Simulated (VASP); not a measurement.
Write the native input for VASP 6.6.1 that does the following.

- Task: single point
- Functional: PBEsol
- Potentials or basis: VASP PAW PBE potentials, release 64 (Al, Ni)
- Cutoff: 520 eV
- k mesh: 16 × 16 × 16
- Occupations: gaussian, width 0.15 eV
- Spin: no spin polarisation
- Dipole correction: no
- Further INCAR settings: ALGO = Normal; EDIFF = 1e-07; NBANDS = 14

The structure of AlNi lies in POSCAR:

```
AlNi
1.0
    2.9096158249      0.0000000000      0.0000000000
    0.0000000000      2.9096158249      0.0000000000
    0.0000000000      0.0000000000      2.9096158249
Al Ni
1 1
Direct
    0.0000000000      0.0000000000     -0.0331956196
    0.5000000000      0.5000000000      0.5152601295
```

This cell differs from its parent crystal: atoms displaced along a vibrational mode, the cell strained.

One way to write it, as run:

INCAR

```
PREC = Accurate ; ENCUT = 520
EDIFF = 1E-7 ; ISMEAR = 0
SIGMA = 0.15 ; LREAL = F
LASPH = T ; NELM = 60
ALGO = Normal ; ISIF = 2
LWAVE = F ; LCHARG = F
GGA = PS ; NBANDS = 14
```

KPOINTS

```
regular mesh
0
Gamma
  16 16 16
```

Potentials or basis: VASP PAW PBE potentials, release 64 (Al, Ni).

Command:

```sh
$ cat potpaw_PBE.64/Al/POTCAR potpaw_PBE.64/Ni/POTCAR > POTCAR
$ mpirun -np 1 vasp_std > vasp.out
```

Results of the run:

```json
{
  "Pressure": "-6.3 GPa",
  "Largest force": "0.721 eV/Å",
  "Band gap on the k mesh": "zero (an odd number of electrons rules out a gap without spin polarisation)"
}
```

Caveat: the cell differs from its parent crystal (atoms displaced along a vibrational mode, the cell strained); the cell stands under tension; the PAW data sets were made with another functional, which shifts forces and pressure a little.

Run time: 36 s on 1 thread of Intel(R) Xeon(R) 6975P-C (Granite Rapids), on a shared host, peak memory 0.25 GiB.
